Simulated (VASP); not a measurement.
Wanted: the native input for a VASP 6.6.1 run.

- Task: single point
- Functional: PBE-based screened hybrid with 25 % exact exchange
- Potentials or basis: VASP PAW PBE potentials, release 64 (Ta_sv_GW, O)
- Cutoff: 520 eV
- k mesh: 5 × 5 × 4
- Occupations: fermi-dirac, width 0.05 eV
- Spin: no spin polarisation
- Dipole correction: no
- Grid for exact exchange (PRECFOCK): Normal
- Share of exact exchange: 0.25
- Further INCAR settings: ALGO = Normal; EDIFF = 1e-06; NBANDS = 16
- Screening parameter: 0.3 1/Å

The system is TaO.

```
CELL_PARAMETERS angstrom
3.06611 0.00000 0.00000
-1.53306 2.65533 0.00000
0.00000 0.00000 3.85502
ATOMIC_POSITIONS crystal
Ta 0.00000 0.00000 0.50000
O 0.00000 0.00000 0.00000
```

One way to write it, as run:

POSCAR

```
TaO
1.0
    3.0661100000      0.0000000000      0.0000000000
   -1.5330600000      2.6553300000      0.0000000000
    0.0000000000      0.0000000000      3.8550200000
Ta O
1 1
Direct
    0.0000000000      0.0000000000      0.5000000000
    0.0000000000      0.0000000000      0.0000000000
```

INCAR.step1

```
SYSTEM = TaO
ALGO = Normal
EDIFF = 1E-5
ENCUT = 520
GGA = PE
GGA_COMPAT = .False.
ISIF = 2
ISMEAR = -1
LASPH = .True.
LCHARG = .False.
LREAL = .False.
LWAVE = .True.
NBANDS = 16
NELM = 120
PREC = Accurate
SIGMA = 0.05
```

INCAR.step2

```
SYSTEM = TaO
AEXX = 0.25
ALGO = Normal
EDIFF = 1E-6
ENCUT = 520
GGA = PE
GGA_COMPAT = .False.
HFSCREEN = 0.3
ISIF = 2
ISMEAR = -1
ISTART = 1
LASPH = .True.
LCHARG = .False.
LHFCALC = .True.
LREAL = .False.
LWAVE = .False.
NBANDS = 16
NELM = 120
PREC = Accurate
PRECFOCK = Normal
SIGMA = 0.05
```

KPOINTS

```
k-points
0
Gamma
  5 5 4
  0 0 0
```

Potentials or basis: VASP PAW PBE potentials, release 64 (Ta_sv_GW, O).

Run with:

```console
$ cat potpaw_PBE.64/Ta_sv_GW/POTCAR potpaw_PBE.64/O/POTCAR > POTCAR
$ cp INCAR.step1 INCAR
$ mpirun -np 1 vasp_std > vasp.out
$ cp INCAR.step2 INCAR
$ mpirun -np 1 vasp_std > vasp.out
```

It gave:

```json
{
 "Pressure": "-6.5 GPa",
 "Band gap on the k mesh": "zero (an odd number of electrons rules out a gap without spin polarisation)"
}
```

Caveat: the k points lie up to 0.47 Å⁻¹ apart, too coarse for converged energies and pressures of a metal; the PAW data sets were made with another functional, which shifts forces and pressure a little; spin-orbit coupling is left out, which moves the levels of the heavy elements; an odd number of electrons without spin polarisation forces a metal; a magnetic or distorted state may lie lower.

It took 14 min on 1 thread of AMD EPYC 9R45 96-Core Processor (Zen 5), with other jobs on the host, peak memory 0.23 GiB.
